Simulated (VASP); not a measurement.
Wanted: the native input for a VASP 6.6.1 run.

```
Task                   : single point
Functional             : PBEsol
Potentials or basis    : VASP PAW PBE potentials, release 64 (Zr_sv, H)
Cutoff                 : 520 eV
k mesh                 : 10 × 10 × 10
Occupations            : gaussian, width 0.05 eV
Spin                   : no spin polarisation
Dipole correction      : no
Further INCAR settings : ALGO = Normal; EDIFF = 1e-06; NBANDS = 14
```

The structure of ZrH2 lies in POSCAR:

```
ZrH2
1.0
    0.0000000000      2.3976377971      2.3976377971
    2.3976377971      0.0000000000      2.3976377971
    2.3976377971      2.3976377971      0.0000000000
Zr H
1 2
Direct
    0.0000000000      0.0000000000      0.0000000000
    0.2500000000      0.2500000000      0.2500000000
    0.7500000000      0.7500000000      0.7500000000
```

This cell differs from its parent crystal: volume scaled by 1.020.

The input as run:

INCAR

```
SYSTEM = ZrH2
PREC = Accurate
ENCUT = 520
EDIFF = 1E-6
ISMEAR = 0
SIGMA = 0.05
LREAL = .False.
LASPH = .True.
NELM = 100
ALGO = Normal
ISIF = 2
LWAVE = .False.
LCHARG = .True.
GGA = PS
LELF = .True.
LVHAR = .True.
NBANDS = 14
```

KPOINTS

```
Automatic mesh
0
Gamma
  10 10 10
  0 0 0
```

Potentials or basis: VASP PAW PBE potentials, release 64 (Zr_sv, H).

Launch:

```sh
$ cat potpaw_PBE.64/Zr_sv/POTCAR potpaw_PBE.64/H/POTCAR > POTCAR
$ mpirun -np 1 vasp_std > vasp.out
```

It gave:

```json
{"Pressure": "-2.8 GPa", "Band gap on the k mesh": "zero (band 7 reaches 8.87 eV, above the bottom of band 8 at 8.07 eV)"}
```

Caveat: the PAW data sets were made with another functional, which shifts forces and pressure a little.

Wall time 15 s on 1 thread of AMD EPYC 9R45 96-Core Processor (Zen 5), on a shared host, peak memory 0.13 GiB.
